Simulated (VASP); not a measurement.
# Ge: electric field gradients with PBE

The system is Ge.

```xyz
2
Lattice="0.0000 2.8382 2.8382 2.8382 0.0000 2.8382 2.8382 2.8382 0.0000" Properties=species:S:1:pos:R:3 pbc="T T T"
Ge    2.8382    2.8382    2.8382
Ge    4.2573    4.2573    4.2573
```

This cell differs from its parent crystal: volume scaled by 1.01.

```
Program                : VASP 6.6.1
Task                   : electric field gradients
Functional             : PBE
Potentials or basis    : VASP PAW PBE potentials, release 64 (Ge_d)
Cutoff                 : 520 eV
k mesh                 : 10 × 10 × 10
Occupations            : fermi-dirac, width 0.05 eV
Spin                   : no spin polarisation
Dipole correction      : no
Further INCAR settings : ALGO = Normal; EDIFF = 1e-08; NBANDS = 21
```

| Quantity | Value |
| --- | --- |
| Pressure | 2.9 GPa |
| Band gap on the k mesh | zero (filled and empty bands touch) |

Levels at points of the mesh, in eV from the Fermi level:
```tsv
k point	band 10	band 11	band 12	band 13	band 14	band 15	band 16	band 17	band 18	band 19
(0.00, 0.00, 0.00)	-24.58	-12.73	-0.08	-0.03	-0.03	-0.03	2.52	2.52	2.52	6.37
(0.50, 0.00, 0.00)	-24.55	-10.66	-7.58	-1.42	-1.42	0.13	3.72	3.72	7.10	10.48
(0.50, 0.50, 0.00)	-24.54	-8.88	-8.88	-3.07	-3.07	0.74	0.74	9.41	9.41	11.48
```

Wall time 47 s on 1 thread of AMD EPYC 7R43 64-Core Processor (Zen 3) (shared host), peak memory 0.15 GiB.

Caveat: without QUAD_EFG the Cq values of the log hold for a quadrupole moment of 1 mb, not for the nuclei.
